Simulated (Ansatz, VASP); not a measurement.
One calculation of Na2S, two programs

INCAR

```
SYSTEM = Na2S
ALGO = Normal
EDIFF = 1E-6
ENCUT = 500
GGA = PS
GGA_COMPAT = .False.
ISIF = 2
ISMEAR = 0
LASPH = .True.
LCHARG = .False.
LREAL = .False.
LWAVE = .False.
NBANDS = 17
NELM = 120
PREC = Accurate
SIGMA = 0.001
```

File KPOINTS:

```
k-points
0
Gamma
  6 6 6
  0 0 0
```

POSCAR

```
Na2S
1.0
    0.0000000000      3.2554324741      3.2554324741
    3.2554324741      0.0000000000      3.2554324741
    3.2554324741      3.2554324741      0.0000000000
S Na
1 2
Direct
    0.0000000000      0.0000000000      0.0000000000
    0.2500000000      0.2500000000      0.2500000000
    0.7500000000      0.7500000000      0.7500000000
```

Input for Ansatz:

```yaml
crystal:
  lattice:
    - [0.0, 3.2554324741, 3.2554324741]
    - [3.2554324741, 0.0, 3.2554324741]
    - [3.2554324741, 3.2554324741, 0.0]
  atoms:
    - { symbol: S, position: [0.0, 0.0, 0.0] }
    - { symbol: Na, position: [0.25, 0.25, 0.25] }
    - { symbol: Na, position: [0.75, 0.75, 0.75] }
kpoints:
  mp_grid: { grid: [6, 6, 6] }
hamiltonian:
  xc: pbesol
scf:
  occupations: { method: gaussian, width: 0.001 }
  n_extra_bands: 4
output:
  forces: true
  stress: true
  eigenvalues: true
```

Alike in both runs: task single point; functional PBEsol; k mesh 6 × 6 × 6; occupations gaussian, width 0.001 eV; no spin polarisation.

|  | VASP | Ansatz |
| --- | --- | --- |
| version | VASP 6.6.1 | Ansatz 0.2.0 |
| potentials or method | VASP PAW PBE potentials, release 64 (S, Na_pv) | plane waves |
| plane-wave cutoff (eV) | 500 | 420 |
| valence electrons in the cell | 20 | 24 |

```csv
,VASP,Ansatz,Ansatz less VASP
gap on the k mesh at the Fermi level (eV),2.41,2.41,+0.005
pressure (GPa),-0.1,-0.1,-0.04
```

VASP's potentials were made for PBE, not for PBEsol. VASP's potentials hold 20 valence electrons a cell and Ansatz's 24, so a difference there can come from the potentials and not from the codes.
